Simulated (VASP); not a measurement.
Here is a VASP 6.6.1 calculation.

The input INCAR:

```
PREC = Accurate
ENCUT = 520
EDIFF = 1E-7
ISMEAR = 0
SIGMA = 0.1
LREAL = Auto
LASPH = T
NELM = 150
ALGO = Normal
ISIF = 2
LWAVE = F
LCHARG = F
ISPIN = 2
MAGMOM = 0 0 0 1 0 0 0 0 0 0 0 0 0 0 0 0
LORBIT = 11
LMAXMIX = 4
GGA = PE
NBANDS = 58
```

File KPOINTS:

```
Automatic mesh
0
Gamma
  4 4 4
```

The input POSCAR:

```
Li2GaOsC6N6
1.0
    0.0000000000      5.2268812201      5.2268812201
    5.2268812201      0.0000000000      5.2268812201
    5.2268812201      5.2268812201      0.0000000000
Li Ga Os C N
2 1 1 6 6
Direct
    0.2500000000      0.2500000000      0.2500000000
    0.7500000000      0.7500000000      0.7500000000
    0.5000000000      0.5000000000      0.5000000000
    0.0000000000      0.0000000000      0.0000000000
    0.8068926712      0.1931073288      0.1931073288
    0.1931073288      0.8068926712      0.1931073288
    0.1931073288      0.1931073288      0.8068926712
    0.1931073288      0.8068926712      0.8068926712
    0.8068926712      0.1931073288      0.8068926712
    0.8068926712      0.8068926712      0.1931073288
    0.6945337277      0.3054662723      0.3054662723
    0.3054662723      0.6945337277      0.3054662723
    0.3054662723      0.3054662723      0.6945337277
    0.3054662723      0.6945337277      0.6945337277
    0.6945337277      0.3054662723      0.6945337277
    0.6945337277      0.6945337277      0.3054662723
```

Potentials or basis: VASP PAW PBE potentials, release 64 (Li_sv, Ga_d, Os, C, N).

The run is started by

```sh
$ cat potpaw_PBE.64/Li_sv/POTCAR potpaw_PBE.64/Ga_d/POTCAR potpaw_PBE.64/Os/POTCAR potpaw_PBE.64/C/POTCAR potpaw_PBE.64/N/POTCAR > POTCAR
$ mpirun -np 1 vasp_std > vasp.out
```

Question: What does it give for the net moment?

Answer: 0.00 μB per cell.

Question: Estimate the largest force.

Answer: 0.328 eV/Å.

Forces in eV/Å, atoms in the order of the input:
```
Li   0.000  0.000  0.000
Li   0.000  0.000  0.000
Ga   0.000  0.000  0.000
Os   0.000  0.000  0.000
C   -0.271  0.000  0.000
C    0.000 -0.271  0.000
C    0.000  0.000 -0.271
C    0.271  0.000  0.000
C    0.000  0.271  0.000
C    0.000  0.000  0.271
N    0.328  0.000  0.000
N    0.000  0.328  0.000
N    0.000  0.000  0.328
N   -0.328  0.000  0.000
N    0.000 -0.328  0.000
N    0.000  0.000 -0.328
```
